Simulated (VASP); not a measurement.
# BAs (F-43m) in VASP: a series of runs

BAs is run at these levels: r2SCAN; tasks: single point.

All numbers are computed with VASP 6.6.1; they aren't measurements. Logs are shortened: lines on timing, memory, paths and dates and some standing lists are left out, and cuts for length are marked.

## (1) The cell of the first run

It takes space group F-43m (No. 216, cubic). Conventional cell: a = 4.832 Å, b = 4.832 Å, c = 4.832 Å, α = 90.00°, β = 90.00°, γ = 90.00°. Within 2.8 Å of B (site symmetry -43m) lie 4 As at 2.09 Å. Within 2.8 Å of As (site symmetry -43m) lie 4 B at 2.09 Å.

## (2) Single point, r2SCAN, non-collinear spin, zero start, spin-orbit coupling (strain +1.0%)

The input, POSCAR:

```
BAs
1.0
    0.0000000000      2.4157862801      2.4157862801
    2.4157862801      0.0000000000      2.4157862801
    2.4157862801      2.4157862801      0.0000000000
B As
1 1
Direct
    0.0000000000      0.0000000000      0.0000000000
    0.2500000000      0.2500000000      0.2500000000
```

The input, INCAR.step1:

```
SYSTEM = BAs
PREC     = Accurate       ! precision mode
ENCUT    = 520            ! plane-wave cutoff, eV
ISMEAR   = -1             ! smearing method
SIGMA    = 0.02           ! smearing width, eV
LREAL    = .False.        ! projectors in reciprocal space
LASPH    = .True.         ! aspherical terms in the spheres
NELM     = 150            ! most SCF steps
MAGMOM   = 0 0 0 0 0 0    ! initial moments
LSORBIT  = .True.         ! spin-orbit coupling
GGA_COMPAT= .False.      
NBANDS   = 20             ! bands
GGA      = PE             ! functional
ALGO     = Normal         ! electronic algorithm
EDIFF    = 1E-4           ! SCF threshold, eV
LWAVE    = .True.         ! write WAVECAR
LCHARG   = .False.        ! write CHGCAR
```

The input, INCAR.step2:

```
SYSTEM = BAs
PREC     = Accurate       ! precision mode
ENCUT    = 520            ! plane-wave cutoff, eV
EDIFF    = 1E-6           ! SCF threshold, eV
ISMEAR   = -1             ! smearing method
SIGMA    = 0.02           ! smearing width, eV
LREAL    = .False.        ! projectors in reciprocal space
LASPH    = .True.         ! aspherical terms in the spheres
NELM     = 150            ! most SCF steps
ALGO     = Normal         ! electronic algorithm
ISIF     = 2              ! what is computed and relaxed
LWAVE    = .False.        ! write WAVECAR
LCHARG   = .False.        ! write CHGCAR
MAGMOM   = 0 0 0 0 0 0    ! initial moments
LORBIT   = 11             ! projections on sites
LSORBIT  = .True.         ! spin-orbit coupling
GGA_COMPAT= .False.      
LORBMOM  = .True.       
METAGGA  = R2SCAN         ! meta-GGA
LMIXTAU  = .True.       
NBANDS   = 20             ! bands
ISTART   = 1
```

The input, KPOINTS:

```
regular mesh
0
Gamma
  10 10 10
  0 0 0
```

Potentials or basis: VASP PAW PBE potentials, release 64 (B, As).

Launch:

```sh
$ cat potpaw_PBE.64/B/POTCAR potpaw_PBE.64/As/POTCAR > POTCAR
$ cp INCAR.step1 INCAR
$ mpirun -np 1 vasp_ncl > vasp.out
$ cp INCAR.step2 INCAR
$ mpirun -np 1 vasp_ncl > vasp.out
```

OUTCAR:

```text
SYSTEM = BAs
   PREC = Accurate
   ENCUT = 520
   EDIFF = 1E-6
   ISMEAR = -1
   LREAL = .False.
   LASPH = .True.
   NELM = 150
   ISIF = 2
   LORBIT = 11
   LSORBIT = .True.
   METAGGA = R2SCAN
   ISTART = 1

 ion  position               nearest neighbor table
   1  0.000  0.000  0.000-   2 2.09   2 2.09   2 2.09   2 2.09
   2  0.250  0.250  0.250-   1 2.09   1 2.09   1 2.09   1 2.09

  LATTYP: Found a face centered cubic cell.
 ALAT       =     4.8315725602

  Lattice vectors:

 A1 = (   0.0000000000,   2.4157862801,   2.4157862801)
 A2 = (   2.4157862801,   0.0000000000,   2.4157862801)
 A3 = (   2.4157862801,   2.4157862801,   0.0000000000)

Analysis of symmetry for initial positions (statically):
=====================================================================
 Subroutine PRICEL returns:
 Original cell was already a primitive cell.

 Routine SETGRP: Setting up the symmetry group for a
 face centered cubic supercell.

 Subroutine GETGRP returns: Found 24 space group operations
 (whereof 24 operations were pure point group operations)
 out of a pool of 48 trial point group operations.

The static configuration has the point symmetry T_d .

Analysis of symmetry for dynamics (positions and initial velocities):
=====================================================================
 Subroutine PRICEL returns:
 Original cell was already a primitive cell.

 Routine SETGRP: Setting up the symmetry group for a
 face centered cubic supercell.

 Subroutine GETGRP returns: Found 24 space group operations
 (whereof 24 operations were pure point group operations)
 out of a pool of 48 trial point group operations.

The dynamic configuration has the point symmetry T_d .

Analysis of structural, dynamic, and magnetic symmetry:
=====================================================================
 Subroutine PRICEL returns:
 Original cell was already a primitive cell.

 Routine SETGRP: Setting up the symmetry group for a
 face centered cubic supercell.

 Subroutine GETGRP returns: Found 24 space group operations
 (whereof 24 operations were pure point group operations)
 out of a pool of 48 trial point group operations.

The overall configuration has the point symmetry T_d .

 Subroutine INISYM returns: Found 24 space group operations
 (whereof 24 operations are pure point group operations),
 and found     1 'primitive' translations

----------------------------------------------------------------------------------------

                                     Primitive cell

  volume of cell :      28.1972

  direct lattice vectors                    reciprocal lattice vectors
     0.000000000  2.415786280  2.415786280    -0.206971951  0.206971951  0.206971951
     2.415786280  0.000000000  2.415786280     0.206971951 -0.206971951  0.206971951
     2.415786280  2.415786280  0.000000000     0.206971951  0.206971951 -0.206971951

  length of vectors
     3.416437721  3.416437721  3.416437721     0.358485935  0.358485935  0.358485935

  position of ions in fractional coordinates (direct lattice)
     0.000000000  0.000000000  0.000000000
     0.250000000  0.250000000  0.250000000

  ion indices of the primitive-cell ions
   primitive index   ion index
                 1           1
                 2           2

----------------------------------------------------------------------------------------

 KPOINTS: regular mesh

Automatic generation of k-mesh.
 Grid dimensions read from file:
 generate k-points for:   10   10   10

 Generating k-lattice:

  Cartesian coordinates                     Fractional coordinates (reciprocal lattice)
    -0.020697195  0.020697195  0.020697195     0.100000000  0.000000000  0.000000000
     0.020697195 -0.020697195  0.020697195     0.000000000  0.100000000  0.000000000
     0.020697195  0.020697195 -0.020697195     0.000000000  0.000000000  0.100000000

  Length of vectors
     0.035848594  0.035848594  0.035848594

  Shift w.r.t. Gamma in fractional coordinates (k-lattice)
     0.000000000  0.000000000  0.000000000

 Subroutine IBZKPT returns following result:
 ===========================================

 Found     73 irreducible k-points:

 Following reciprocal coordinates:
            Coordinates               Weight
  0.000000  0.000000  0.000000      1.000000
  0.100000  0.000000  0.000000      4.000000
 -0.100000  0.000000  0.000000      4.000000
[... 66 lines left out ...]
   LHFCALC =     F    Hartree Fock is set to
   AEXX    =    0.0000 exact exchange contribution
   IVDW    =     0    specifies the selected vdW correction
   LEPSILON=     F    determine dielectric tensor
   LRPA    =     F    only Hartree local field effects (RPA)
  energy-cutoff  :      520.00
  volume of cell :       28.20
 maximum number of plane-waves:      1538
 NGX is ok and might be reduce to    28
   NGX = 13   NGY = 13   NGZ = 13

 number of electron       8.0000000 magnetization      -0.0000000     -0.0000000     -0.0000000

 number of electron       8.0000000 magnetization       0.0000000     -0.0000000      0.0000000

 number of electron       8.0000000 magnetization      -0.0000000     -0.0000000      0.0000000

 Free energy of the ion-electron system (eV)
  ---------------------------------------------------
  ext. energy  EPLUGINS =         0.00000000
  ---------------------------------------------------
  free energy    TOTEN  =       -22.25714611 eV

  energy without entropy =      -22.25714611  energy(sigma->0) =      -22.25714611

 E-fermi :   6.0849     XC(G=0): -10.9795

 val. band max:        5.7156668105   @ k =   0.0000   0.0000   0.0000
 cond. band min:       7.0538164039   @ k =   0.4000   0.4000   0.0000
 fundamental gap:      1.3381495934
 Fermi energy:         6.0848902139

 k-point     1 :       0.0000    0.0000    0.0000
  band No.  band energies     occupation
      1     -10.1905      1.00000
      2     -10.1905      1.00000
      3       5.5009      1.00000
      4       5.5009      1.00000
      5       5.7157      1.00000
      6       5.7157      1.00000
[... 541 lines left out ...]
     19      17.8867      0.00000
     20      17.8969      0.00000

 [... further k-points ...]

------------------------ aborting loop because EDIFF is reached ----------------------------------------

  FORCE on cell =-STRESS in cart. coord.  units (eV):
  Direction    XX          YY          ZZ          XY          YZ          ZX
  --------------------------------------------------------------------------------------
  -------------------------------------------------------------------------------------
  Total       -0.6641100     -0.6641100     -0.6641100      0.0000000      0.0000000      0.0000000
  in kB      -37.7350639    -37.7350639    -37.7350639      0.0000000      0.0000000      0.0000000
  external PRESSURE =     -37.7350639 kB  Pullay stress =       0.0000000 kB

 VOLUME and BASIS-vectors are now :
 -----------------------------------------------------------------------------
  energy-cutoff  :      520.00
  volume of cell :       28.20
      direct lattice vectors                 reciprocal lattice vectors
     0.000000000  2.415786280  2.415786280    -0.206971951  0.206971951  0.206971951
     2.415786280  0.000000000  2.415786280     0.206971951 -0.206971951  0.206971951
     2.415786280  2.415786280  0.000000000     0.206971951  0.206971951 -0.206971951

 POSITION                                       TOTAL-FORCE (eV/Angst)
 -----------------------------------------------------------------------------------
      0.00000      0.00000      0.00000        -0.000000     -0.000000     -0.000000
      1.20789      1.20789      1.20789         0.000000      0.000000      0.000000
 -----------------------------------------------------------------------------------
    total drift:                               -0.000000     -0.000000     -0.000000

  FREE ENERGIE OF THE ION-ELECTRON SYSTEM (eV)
  ---------------------------------------------------
  free  energy   TOTEN  =       -22.2571461073 eV

  energy  without entropy=      -22.2571461073  energy(sigma->0) =      -22.25714611

 orbital moment (x)

 # of ion     p       d       tot
 ----------------------------------------
  1         0.000   0.000   0.000
  2         0.000   0.000   0.000
 ----------------------------------------
            0.000   0.000   0.000

 orbital moment (y)

 # of ion     p       d       tot
 ----------------------------------------
  1         0.000   0.000   0.000
  2        -0.000  -0.000  -0.000
 ----------------------------------------
           -0.000  -0.000  -0.000

 orbital moment (z)

 # of ion     p       d       tot
 ----------------------------------------
  1         0.000   0.000   0.000
  2         0.000   0.000   0.000
 ----------------------------------------
            0.000   0.000   0.000

 Spin-Orbit-Coupling matrix elements

 Ion:    1  E_soc:     -0.0000091
 l=   1
     0.0000000    -0.0000015    -0.0000015
    -0.0000015     0.0000000    -0.0000015
    -0.0000015    -0.0000015     0.0000000
 l=   2
     0.0000000     0.0000000     0.0000000     0.0000000     0.0000000
     0.0000000     0.0000000     0.0000000     0.0000000     0.0000000
     0.0000000     0.0000000     0.0000000     0.0000000     0.0000000
     0.0000000     0.0000000     0.0000000     0.0000000     0.0000000
     0.0000000     0.0000000     0.0000000     0.0000000     0.0000000
 l=   3
     0.0000000     0.0000000     0.0000000     0.0000000     0.0000000     0.0000000     0.0000000
     0.0000000     0.0000000     0.0000000     0.0000000     0.0000000     0.0000000     0.0000000
     0.0000000     0.0000000     0.0000000     0.0000000     0.0000000     0.0000000     0.0000000
     0.0000000     0.0000000     0.0000000     0.0000000     0.0000000     0.0000000     0.0000000
     0.0000000     0.0000000     0.0000000     0.0000000     0.0000000     0.0000000     0.0000000
     0.0000000     0.0000000     0.0000000     0.0000000     0.0000000     0.0000000     0.0000000
     0.0000000     0.0000000     0.0000000     0.0000000     0.0000000     0.0000000     0.0000000

 Ion:    2  E_soc:     -0.0204428
 l=   1
     0.0000000    -0.0033826    -0.0033826
    -0.0033826     0.0000000    -0.0033826
    -0.0033826    -0.0033826     0.0000000
 l=   2
     0.0000000    -0.0000126     0.0000000    -0.0000126    -0.0000120
    -0.0000126     0.0000000    -0.0000090    -0.0000126    -0.0000030
     0.0000000    -0.0000090     0.0000000    -0.0000090     0.0000000
    -0.0000126    -0.0000126    -0.0000090     0.0000000    -0.0000030
    -0.0000120    -0.0000030     0.0000000    -0.0000030     0.0000000
 l=   3
     0.0000000     0.0000000     0.0000000     0.0000000     0.0000000     0.0000000     0.0000000
     0.0000000     0.0000000     0.0000000     0.0000000     0.0000000     0.0000000     0.0000000
     0.0000000     0.0000000     0.0000000     0.0000000     0.0000000     0.0000000     0.0000000
     0.0000000     0.0000000     0.0000000     0.0000000     0.0000000     0.0000000     0.0000000
     0.0000000     0.0000000     0.0000000     0.0000000     0.0000000     0.0000000     0.0000000
     0.0000000     0.0000000     0.0000000     0.0000000     0.0000000     0.0000000     0.0000000
     0.0000000     0.0000000     0.0000000     0.0000000     0.0000000     0.0000000     0.0000000

 total charge

# of ion       s       p       d       tot
------------------------------------------
    1        0.664   1.128   0.000   1.792
    2        1.173   1.669   0.086   2.928
--------------------------------------------------
tot          1.837   2.797   0.086   4.720

 magnetization (x)

# of ion       s       p       d       tot
------------------------------------------
    1        0.000   0.000   0.000   0.000
    2       -0.000   0.000  -0.000  -0.000
--------------------------------------------------
tot         -0.000   0.000  -0.000  -0.000

 magnetization (y)

# of ion       s       p       d       tot
------------------------------------------
    1        0.000   0.000   0.000   0.000
    2       -0.000  -0.000   0.000  -0.000
--------------------------------------------------
tot         -0.000  -0.000   0.000  -0.000

 magnetization (z)

# of ion       s       p       d       tot
------------------------------------------
    1        0.000   0.000   0.000   0.000
    2        0.000   0.000   0.000   0.000
--------------------------------------------------
tot          0.000   0.000   0.000   0.000
```

Wall time 4.3 min (1 thread of Intel Xeon 6975P-C (Granite Rapids), shared host); peak memory 0.31 GiB.

What came out:

```
Free energy                                           : -22.2571 eV
Pressure                                              : -3.8 GPa
Net moment                                            : 0.00 μB per cell
Valence electrons inside the program's atomic spheres : B 1.79; As 2.93
```

Moments on the atoms (μB; x, y, z):
```
B   0.00 0.00 0.00
As  0.00 0.00 0.00
```

Caveat: the cell differs from its parent crystal (strain +1.0%); the cell stands under tension; the PAW data sets were made with another functional, which shifts forces and pressure a little.

## (3) Single point, r2SCAN, non-collinear spin, zero start, spin-orbit coupling (strain +2.0%)

The input, POSCAR:

```
BAs
1.0
    0.0000000000      2.4397049562      2.4397049562
    2.4397049562      0.0000000000      2.4397049562
    2.4397049562      2.4397049562      0.0000000000
B As
1 1
Direct
    0.0000000000      0.0000000000      0.0000000000
    0.2500000000      0.2500000000      0.2500000000
```

The input, INCAR.step1:

```
SYSTEM = BAs
PREC = Accurate ; ENCUT = 520
ISMEAR = -1 ; SIGMA = 0.02
LREAL = .False. ; LASPH = .True.
NELM = 150 ; LNONCOLLINEAR = .True.
MAGMOM = 0 0 0 0 0 0 ; LSORBIT = .True.
GGA_COMPAT = .False. ; NBANDS = 20
GGA = PE ; ALGO = Normal
EDIFF = 1E-4 ; LWAVE = .True.
LCHARG = .False.
```

The input, INCAR.step2:

```
SYSTEM = BAs
PREC = Accurate ; ENCUT = 520
EDIFF = 1E-7 ; ISMEAR = -1
SIGMA = 0.02 ; LREAL = .False.
LASPH = .True. ; NELM = 150
ALGO = Normal ; ISIF = 2
LWAVE = .False. ; LCHARG = .True.
LNONCOLLINEAR = .True. ; MAGMOM = 0 0 0 0 0 0
LORBIT = 11 ; LSORBIT = .True.
GGA_COMPAT = .False. ; LORBMOM = .True.
METAGGA = R2SCAN ; LMIXTAU = .True.
LVHAR = .True. ; NBANDS = 20
ISTART = 1
```

KPOINTS is that of step 2.

Potentials or basis: VASP PAW PBE potentials, release 64 (B, As).

Launch:

```sh
$ cat potpaw_PBE.64/B/POTCAR potpaw_PBE.64/As/POTCAR > POTCAR
$ cp INCAR.step1 INCAR
$ mpirun -np 1 vasp_ncl > vasp.out
$ cp INCAR.step2 INCAR
$ mpirun -np 1 vasp_ncl > vasp.out
```

Wall time 6.6 min (1 thread of Intel Xeon 6975P-C (Granite Rapids), shared host); peak memory 0.32 GiB.

Results (log left out):

```yaml
Free_energy: -22.2280 eV
Pressure: -7.3 GPa
Net_moment: 0.00 μB per cell
Valence_electrons_inside_the_program's_atomic_spheres: B 1.76; As 2.90
```

Moments on the atoms (μB; x, y, z):
```
B   0.00 0.00 0.00
As  0.00 0.00 0.00
```

Caveat: the cell differs from its parent crystal (strain +2.0%); the cell stands under tension; the PAW data sets were made with another functional, which shifts forces and pressure a little.

## (4) Single point, r2SCAN, non-collinear spin, zero start, spin-orbit coupling (strain +3.0%)

The input, POSCAR:

```
BAs
1.0
    0.0000000000      2.4636236322      2.4636236322
    2.4636236322      0.0000000000      2.4636236322
    2.4636236322      2.4636236322      0.0000000000
B As
1 1
Direct
    0.0000000000      0.0000000000      0.0000000000
    0.2500000000      0.2500000000      0.2500000000
```

The input, INCAR.step1:

```
  PREC = Accurate
  ENCUT = 520
  ISMEAR = -1
  SIGMA = 0.02
  LREAL = F
  LASPH = T
  NELM = 150
  MAGMOM = 0 0 0 0 0 0
  LSORBIT = T
  GGA_COMPAT = F
  NBANDS = 20
  GGA = PE
  ALGO = Normal
  EDIFF = 1E-4
  LWAVE = T
  LCHARG = F
```

The input, INCAR.step2:

```
  PREC = Accurate
  ENCUT = 520
  EDIFF = 1E-7
  ISMEAR = -1
  SIGMA = 0.02
  LREAL = F
  LASPH = T
  NELM = 150
  ALGO = Normal
  ISIF = 2
  LWAVE = F
  LCHARG = T
  MAGMOM = 0 0 0 0 0 0
  LORBIT = 11
  LSORBIT = T
  GGA_COMPAT = F
  LORBMOM = T
  METAGGA = R2SCAN
  LMIXTAU = T
  LVHAR = T
  NBANDS = 20
  ISTART = 1
```

The input, KPOINTS:

```
regular mesh
0
Gamma
  10 10 10
```

Launch:

```sh
$ cat potpaw_PBE.64/B/POTCAR potpaw_PBE.64/As/POTCAR > POTCAR
$ cp INCAR.step1 INCAR
$ mpirun -np 1 vasp_ncl > vasp.out
$ cp INCAR.step2 INCAR
$ mpirun -np 1 vasp_ncl > vasp.out
```

Run time: 6.4 min. Hardware: 1 thread of Intel Xeon 6975P-C (Granite Rapids), shared host; peak memory 0.32 GiB.

It converged, with:

- Free energy: -22.1806 eV
- Pressure: -10.3 GPa
- Net moment: 0.00 μB per cell
- Valence electrons inside the program's atomic spheres: B 1.72; As 2.88

Moments on the atoms (μB; x, y, z):
```
B   0.00 0.00 0.00
As  0.00 0.00 0.00
```

Caveat: the cell differs from its parent crystal (strain +3.0%); the cell stands under tension; the PAW data sets were made with another functional, which shifts forces and pressure a little.

## (5) Overview

```csv
cell,pressure (GPa),moment (μB)
"a = 3.416 Å, angles 60.0°, 2 atoms",-3.8,0.00
"a = 3.450 Å, angles 60.0°, 2 atoms",-7.3,0.00
"a = 3.484 Å, angles 60.0°, 2 atoms",-10.3,0.00
```

Alike in all rows: task single point; level r2SCAN; potentials or basis VASP PAW PBE potentials, release 64 (B, As); spin non-collinear, zero start, SOC; k mesh 10 × 10 × 10; cutoff (eV) 520; smearing fermi-dirac 0.02 eV.

Caveats: the cell stands under tension; the PAW data sets were made with another functional, which shifts forces and pressure a little.

Total energies depend on the potentials used, so only differences within one code and one set of settings carry meaning.
